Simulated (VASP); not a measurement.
TePb: single point with PBE

The system is TePb.

```
Te Pb
1.0
     0.00000    3.45510    3.45510
     3.45510    0.00000    3.45510
     3.45510    3.45510    0.00000
Te Pb
1 1
Cartesian
  3.4551 3.4551 3.4551
  0.0000 0.0000 0.0000
```

This cell differs from its parent crystal: strain +5.7%.

```json
{"Program": "VASP 6.6.1", "Task": "single point", "Functional": "PBE", "Potentials or basis": "VASP PAW PBE potentials, release 64 (Te, Pb_d)", "Cutoff": "520 eV", "k mesh": "8 × 8 × 8", "Occupations": "fermi-dirac, width 0.02 eV", "Spin": "no spin polarisation"}
```

```
Pressure               : -4.2 GPa
Band gap on the k mesh : 1.03 eV, direct
```

Levels at points of the mesh, in eV from the valence-band top:
| k point | band 7 | band 8 | band 9 | band 10 | band 11 | band 12 | band 13 | band 14 |
| --- | --- | --- | --- | --- | --- | --- | --- | --- |
| (0.00, 0.00, 0.00) | -6.07 | -0.68 | -0.68 | -0.68 | 3.78 | 3.78 | 3.78 | 6.18 |
| (0.50, 0.00, 0.00) | -7.78 | -0.33 | -0.33 | 0.00 | 1.03 | 1.65 | 1.65 | 8.13 |
| (0.50, 0.50, 0.00) | -7.09 | -3.09 | -1.78 | -1.78 | 4.06 | 4.74 | 4.74 | 5.59 |

Wall time 25 s on 1 thread of Intel(R) Xeon(R) Platinum 8488C (Sapphire Rapids) (shared host), peak memory 0.22 GiB.

Caveat: the cell differs from its parent crystal (strain +5.7%); spin-orbit coupling is left out, which moves the levels of the heavy elements. A k mesh can miss the band edges.
